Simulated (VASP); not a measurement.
# BaTe (R3m) in VASP: further runs

The runs below take BaTe through single point, with PBE, r2SCAN, HSE06.

Program: VASP 6.6.1. These are calculated values, not measurements. Logs are shortened: lines on timing, memory, paths and dates and some standing lists are left out, and cuts for length are marked.

## (1) The cell of the first run

It takes space group R3m (No. 160, trigonal). Conventional cell: a = 5.535 Å, b = 5.535 Å, c = 13.480 Å, α = 90.00°, β = 90.00°, γ = 120.00°. Within 4.4 Å of Ba (site symmetry 3m) lie 4 Te at 3.38 Å. Te (site symmetry 3m) has 4 Ba at 3.38 Å within 4.4 Å.

## (2) Single point, PBE (strain along [111] -0.6%)

Contents of INCAR:

```
PREC = Accurate ; ENCUT = 520
EDIFF = 1E-6 ; ISMEAR = -1
SIGMA = 0.02 ; LREAL = False
LASPH = True ; NELM = 60
ALGO = Normal ; ISIF = 2
LWAVE = False ; LCHARG = False
GGA = PE ; NBANDS = 15
```

Contents of KPOINTS:

```
Automatic mesh
0
Gamma
  6 6 6
```

Contents of POSCAR:

```
BaTe
1.0
   -0.0151347468      3.8990239194      3.8990239194
    3.8990239194     -0.0151347468      3.8990239194
    3.8990239194      3.8990239194     -0.0151347468
Ba Te
1 1
Direct
   -0.0004189613     -0.0004189613     -0.0004189613
    0.2504189613      0.2504189613      0.2504189613
```

Potentials or basis: VASP PAW PBE potentials, release 64 (Ba_sv, Te).

Command:

```
$ cat potpaw_PBE.64/Ba_sv/POTCAR potpaw_PBE.64/Te/POTCAR > POTCAR
$ mpirun -np 1 vasp_std > vasp.out
```

OUTCAR:

```text
PREC = Accurate
   ENCUT = 520
   EDIFF = 1E-6
   ISMEAR = -1
   LREAL = False
   LASPH = True
   NELM = 60
   ISIF = 2
   GGA = PE

 ion  position               nearest neighbor table
   1  1.000  1.000  1.000-   2 3.38   2 3.38   2 3.38   2 3.38
   2  0.250  0.250  0.250-   1 3.38   1 3.38   1 3.38   1 3.38

  LATTYP: Found a trigonal (rhomboedric) cell.
 ALAT       =     5.5140732774
 COS(alpha) =     0.4961145866

  Lattice vectors:

 A1 = (  -0.0151347468,   3.8990239194,   3.8990239194)
 A2 = (   3.8990239194,  -0.0151347468,   3.8990239194)
 A3 = (   3.8990239194,   3.8990239194,  -0.0151347468)

Analysis of symmetry for initial positions (statically):
=====================================================================
 Subroutine PRICEL returns:
 Original cell was already a primitive cell.

 Routine SETGRP: Setting up the symmetry group for a
 trigonal (rhombohedral) supercell.

 Subroutine GETGRP returns: Found  6 space group operations
 (whereof  6 operations were pure point group operations)
 out of a pool of 12 trial point group operations.

The static configuration has the point symmetry C_3v.

Analysis of symmetry for dynamics (positions and initial velocities):
=====================================================================
 Subroutine PRICEL returns:
 Original cell was already a primitive cell.

 Routine SETGRP: Setting up the symmetry group for a
 trigonal (rhombohedral) supercell.

 Subroutine GETGRP returns: Found  6 space group operations
 (whereof  6 operations were pure point group operations)
 out of a pool of 12 trial point group operations.

The dynamic configuration has the point symmetry C_3v.

 Subroutine INISYM returns: Found  6 space group operations
 (whereof  6 operations are pure point group operations),
 and found     1 'primitive' translations

----------------------------------------------------------------------------------------

                                     Primitive cell

  volume of cell :     119.2392

  direct lattice vectors                    reciprocal lattice vectors
    -0.015134747  3.899023919  3.899023919    -0.127492965  0.127989780  0.127989780
     3.899023919 -0.015134747  3.899023919     0.127989780 -0.127492965  0.127989780
     3.899023919  3.899023919 -0.015134747     0.127989780  0.127989780 -0.127492965

  length of vectors
     5.514073277  5.514073277  5.514073277     0.221398337  0.221398337  0.221398337

  position of ions in fractional coordinates (direct lattice)
     0.999581039  0.999581039  0.999581039
     0.250418961  0.250418961  0.250418961

  ion indices of the primitive-cell ions
   primitive index   ion index
                 1           1
                 2           2

----------------------------------------------------------------------------------------

 KPOINTS: Automatic mesh

Automatic generation of k-mesh.
 Grid dimensions read from file:
 generate k-points for:    6    6    6

 Generating k-lattice:

  Cartesian coordinates                     Fractional coordinates (reciprocal lattice)
    -0.021248828  0.021331630  0.021331630     0.166666667  0.000000000  0.000000000
     0.021331630 -0.021248828  0.021331630     0.000000000  0.166666667  0.000000000
     0.021331630  0.021331630 -0.021248828     0.000000000  0.000000000  0.166666667

  Length of vectors
     0.036899723  0.036899723  0.036899723

  Shift w.r.t. Gamma in fractional coordinates (k-lattice)
     0.000000000  0.000000000  0.000000000

 Subroutine IBZKPT returns following result:
 ===========================================

 Found     32 irreducible k-points:

 Following reciprocal coordinates:
            Coordinates               Weight
  0.000000  0.000000  0.000000      1.000000
  0.166667 -0.000000 -0.000000      6.000000
  0.333333  0.000000  0.000000      6.000000
  0.500000  0.000000  0.000000      3.000000
  0.166667  0.166667  0.000000      6.000000
  0.333333  0.166667  0.000000     12.000000
[... 16 lines left out ...]
  0.500000  0.500000  0.166667      6.000000
 -0.333333  0.500000  0.166667     12.000000
 [... further k-points ...]
   k-points           NKPTS =     32   k-points in BZ     NKDIM =     32   number of bands    NBANDS=     15
   number of dos      NEDOS =    301   number of ions     NIONS =      2
   total plane-waves  NPLWV =  74088
   dimension x,y,z NGX =    42 NGY =   42 NGZ =   42
   dimension x,y,z NGXF=    84 NGYF=   84 NGZF=   84
   ions per type =               1   1
   NGX,Y,Z   is equivalent  to a cutoff of  12.66, 12.66, 12.66 a.u.
   NGXF,Y,Z  is equivalent  to a cutoff of  25.33, 25.33, 25.33 a.u.
 SYSTEM =  unknown system
   PREC   = accura    normal or accurate (medium, high low for compatibility)
   ISTART =      0    job   : 0-new  1-cont  2-samecut
   ICHARG =      2    charge: 1-file 2-atom 10-const
   ISPIN  =      1    spin polarized calculation?
   LNONCOLLINEAR =      F non collinear calculations
   LSORBIT =      F    spin-orbit coupling
   LASPH  =      T    aspherical Exc in radial PAW
   ENCUT  =  520.0 eV  38.22 Ry    6.18 a.u.  10.25 10.25 10.25*2*pi/ulx,y,z
   NELM   =     60;   NELMIN=  2; NELMDL= -5     # of ELM steps
   EDIFF  = 0.1E-05   stopping-criterion for ELM
   LREAL  =      F    real-space projection
   EDIFFG = 0.1E-04   stopping-criterion for IOM
   NSW    =      0    number of steps for IOM
   IBRION =     -1    ionic relax: 0-MD 1-quasi-New 2-CG
   NFREE  =      0    steps in history (QN), initial steepest desc. (CG)
   ISIF   =      2    stress and relaxation
   ISYM   =      2    0-nonsym 1-usesym 2-fastsym
   POTIM  = 0.5000    time-step for ionic-motion
   TEBEG  =    0.0;   TEEND  =   0.0 temperature during run
   PSTRESS=    0.0 pullay stress
   NELECT =      16.0000    total number of electrons
   NUPDOWN=      -1.0000    fix difference up-down
   EMIN   =  10.00;   EMAX   =-10.00  energy-range for DOS
   EFERMI =   0.00;   METHOD = LEGACY
   ISMEAR =    -1;   SIGMA  =   0.02  broadening in eV -4-tet -1-fermi 0-gaus
   EFERMI_NEDOS =   21; number of points for ismear=-14 and -15
   IALGO  =     38    algorithm
   IMIX   =      4    mixing-type and parameters
     AMIX     =   0.40;   BMIX     =  1.00
     AMIX_MAG =   1.60;   BMIX_MAG =  1.00
  volume/ion in A,a.u.               =      59.62       402.33
  Fermi-wavevector in a.u.,A,eV,Ry     =   0.838124  1.583825  9.557446  0.702452
  Thomas-Fermi vector in A             =   1.952127
   LORBIT       =      0    0 simple, 1 ext, 2 COOP (PROOUT), +10 PAW based schemes
   GGA     = PE    functional components
   LHFCALC =     F    Hartree Fock is set to
   AEXX    =    0.0000 exact exchange contribution
   IVDW    =     0    specifies the selected vdW correction
   LEPSILON=     F    determine dielectric tensor
   LRPA    =     F    only Hartree local field effects (RPA)
 non-spin polarized calculation
  energy-cutoff  :      520.00
  volume of cell :      119.24
 maximum number of plane-waves:      3242
 NGX is ok and might be reduce to    42
   NGX = 21   NGY = 21   NGZ = 21

 number of electron      16.0000000 magnetization

 Free energy of the ion-electron system (eV)
  ---------------------------------------------------
  ext. energy  EPLUGINS =         0.00000000
  ---------------------------------------------------
  free energy    TOTEN  =        -8.08971802 eV

  energy without entropy =       -8.08971802  energy(sigma->0) =       -8.08971802

 E-fermi :   0.5131     XC(G=0):  -6.7077

 val. band max:        0.0538363186   @ k =   0.5000   0.5000  -0.0000
 cond. band min:       2.6390485360   @ k =   0.0000   0.0000   0.0000
 fundamental gap:      2.5852122173
 Fermi energy:         0.5130806807

 k-point     1 :       0.0000    0.0000    0.0000
  band No.  band energies     occupation
      1     -26.8274      2.00000
      2     -12.0185      2.00000
      3     -12.0179      2.00000
      4     -12.0179      2.00000
      5      -8.6816      2.00000
      6      -0.3943      2.00000
      7      -0.3943      2.00000
      8      -0.3796      2.00000
      9       2.6390      0.00000
     10       4.1830      0.00000
     11       4.1830      0.00000
     12       6.1306      0.00000
     13       6.1571      0.00000
     14       6.1571      0.00000
     15       7.9518      0.00000

 k-point     2 :       0.1667   -0.0000   -0.0000
  band No.  band energies     occupation
      1     -26.8265      2.00000
      2     -12.0633      2.00000
      3     -12.0221      2.00000
      4     -12.0214      2.00000
      5      -8.6098      2.00000
      6      -0.5248      2.00000
      7      -0.3435      2.00000
      8      -0.3325      2.00000
      9       3.1702      0.00000
     10       4.0629      0.00000
     11       4.0711      0.00000
     12       5.8463      0.00000
     13       6.3593      0.00000
     14       6.3659      0.00000
     15       6.8586      0.00000

 k-point     3 :       0.3333    0.0000    0.0000
  band No.  band energies     occupation
      1     -26.8248      2.00000
      2     -12.1488      2.00000
      3     -12.0294      2.00000
      4     -12.0286      2.00000
      5      -8.4734      2.00000
      6      -0.6446      2.00000
      7      -0.2476      2.00000
      8      -0.2419      2.00000
      9       3.9870      0.00000
     10       4.1033      0.00000
     11       4.1291      0.00000
     12       5.0024      0.00000
     13       5.8602      0.00000
     14       5.8935      0.00000
     15       6.4621      0.00000
[... 343 lines left out ...]
 k-point    23 :       0.5000    0.5000    0.1667
  band No.  band energies     occupation
      1     -26.8230      2.00000
      2     -12.1980      2.00000
      3     -12.0579      2.00000
      4     -12.0480      2.00000
      5      -8.3404      2.00000
      6      -0.8078      2.00000
      7      -0.0847      2.00000
      8      -0.0206      2.00000
      9       3.0488      0.00000
     10       4.0407      0.00000
     11       4.6826      0.00000
     12       5.3452      0.00000
     13       5.4945      0.00000
     14       6.3225      0.00000
     15       7.7205      0.00000

 k-point    24 :      -0.3333    0.5000    0.1667
  band No.  band energies     occupation
      1     -26.8227      2.00000
      2     -12.2033      2.00000
      3     -12.0633      2.00000
      4     -12.0534      2.00000
      5      -8.3179      2.00000
      6      -0.7130      2.00000
      7      -0.2234      2.00000
      8       0.0534      2.00000
      9       2.9689      0.00000
     10       3.8494      0.00000
     11       4.7948      0.00000
     12       5.1290      0.00000
     13       5.7782      0.00000
     14       7.1430      0.00000
     15       7.3585      0.00000

 [... further k-points ...]

------------------------ aborting loop because EDIFF is reached ----------------------------------------

  FORCE on cell =-STRESS in cart. coord.  units (eV):
  Direction    XX          YY          ZZ          XY          YZ          ZX
  --------------------------------------------------------------------------------------
  -------------------------------------------------------------------------------------
  Total        0.2391564      0.2391564      0.2391564      0.0105630      0.0105630      0.0105630
  in kB        3.2134646      3.2134646      3.2134646      0.1419321      0.1419321      0.1419321
  external PRESSURE =       3.2134646 kB  Pullay stress =       0.0000000 kB

 VOLUME and BASIS-vectors are now :
 -----------------------------------------------------------------------------
  energy-cutoff  :      520.00
  volume of cell :      119.24
      direct lattice vectors                 reciprocal lattice vectors
    -0.015134747  3.899023919  3.899023919    -0.127492965  0.127989780  0.127989780
     3.899023919 -0.015134747  3.899023919     0.127989780 -0.127492965  0.127989780
     3.899023919  3.899023919 -0.015134747     0.127989780  0.127989780 -0.127492965

 POSITION                                       TOTAL-FORCE (eV/Angst)
 -----------------------------------------------------------------------------------
      7.77965      7.77965      7.77965        -0.000531     -0.000531     -0.000531
      1.94899      1.94899      1.94899         0.000531      0.000531      0.000531
 -----------------------------------------------------------------------------------
    total drift:                               -0.000025     -0.000025     -0.000025

  FREE ENERGIE OF THE ION-ELECTRON SYSTEM (eV)
  ---------------------------------------------------
  free  energy   TOTEN  =        -8.0897180233 eV

  energy  without entropy=       -8.0897180233  energy(sigma->0) =       -8.08971802
```

Wall time 2.1 min (1 thread of Intel Xeon 8259CL, shared host); peak memory 0.28 GiB.

What came out:

| Quantity | Value |
| --- | --- |
| Free energy | -8.0897 eV |
| Pressure | 0.3 GPa |
| Band gap on the k mesh | 2.59 eV (least direct gap 2.92 eV) |

Caveat: the cell differs from its parent crystal (strain along [111] -0.6%); spin-orbit coupling is left out, which moves the levels of the heavy elements.

[end of part 1 of 2]
